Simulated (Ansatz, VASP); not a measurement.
MgO2: VASP beside Ansatz

The input POSCAR:

```
MgO2
1.0
    1.6649395541      0.9612532998      3.4939788749
   -1.6649395541      0.9612532998      3.4939788749
    0.0000000000     -1.9225065995      3.4939788749
Mg O
1 2
Direct
    0.0000000000      0.0000000000      0.0000000000
    0.4287860000      0.4287860000      0.4287860000
    0.5712140000      0.5712140000      0.5712140000
```

INCAR.step1

```
SYSTEM = MgO2
PREC = Accurate
ENCUT = 520
ISMEAR = 0
SIGMA = 0.05
LREAL = .FALSE.
LASPH = .TRUE.
NELM = 80
NBANDS = 14
GGA = PE
ALGO = Normal
EDIFF = 1E-4
LWAVE = .TRUE.
LCHARG = .FALSE.
```

The input INCAR.step2:

```
SYSTEM = MgO2
PREC = Accurate
ENCUT = 520
EDIFF = 1E-6
ISMEAR = 0
SIGMA = 0.05
LREAL = .FALSE.
LASPH = .TRUE.
NELM = 80
ALGO = Normal
ISIF = 2
LWAVE = .FALSE.
LCHARG = .TRUE.
METAGGA = R2SCAN
LMIXTAU = .TRUE.
LELF = .TRUE.
LVHAR = .TRUE.
NBANDS = 14
ISTART = 1
```

KPOINTS

```
regular mesh
0
G
  12 12 12
  0 0 0
```

Input for Ansatz:

```yaml
crystal:
  lattice:
    - [1.6649395541, 0.9612532998, 3.4939788749]
    - [-1.6649395541, 0.9612532998, 3.4939788749]
    - [0.0, -1.9225065995, 3.4939788749]
  atoms:
    - { symbol: Mg, position: [0.0, 0.0, 0.0] }
    - { symbol: O, position: [0.428786, 0.428786, 0.428786] }
    - { symbol: O, position: [0.571214, 0.571214, 0.571214] }
basis:
  ecutwfc: 500
kpoints:
  mp_grid: { grid: [12, 12, 12] }
hamiltonian:
  xc: r2scan
scf:
  occupations: { method: gaussian, width: 0.05 }
output:
  forces: true
  stress: true
  eigenvalues: true
```

Change from the starting cell: strain +0.0375 x Voigt [1, 1, 0, 0, 0, 0], atoms carried along.

Alike in both runs: task single point; functional r2SCAN; k mesh 12 × 12 × 12; occupations gaussian, width 0.05 eV; no spin polarisation.

|  | VASP | Ansatz |
| --- | --- | --- |
| version | VASP 6.6.1 | Ansatz 0.2.0 |
| potentials or method | VASP PAW PBE potentials, release 64 (Mg, O), cutoff 520 eV | scalar-relativistic, plane waves, PAW |
| valence electrons in the cell | 14 | 22 |

Ansatz gave:

| Quantity | Value |
| --- | --- |
| gap on the k mesh at the Fermi level (eV) | 3.02 |
| least direct gap on the mesh (eV) | 3.02 |
| pressure (GPa) | -11.4 |
| traceless stress, the component that is largest in VASP (GPa) | 4.29 |
| rms of the force components (eV/Å) | 0.087 |

Question: What did VASP give for the same quantities?

Answer: gap on the k mesh at the Fermi level (eV): 2.99; least direct gap on the mesh (eV): 2.99; pressure (GPa): -11.7; traceless stress, the component that is largest in VASP (GPa): 5.69; rms of the force components (eV/Å): 0.212.

VASP's potentials were made for PBE, not for r2SCAN. Atom by atom the forces differ by 0.125 eV/Å (rms over components). VASP's potentials hold 14 valence electrons a cell and Ansatz's 22, so a difference there can come from the potentials and not from the codes.
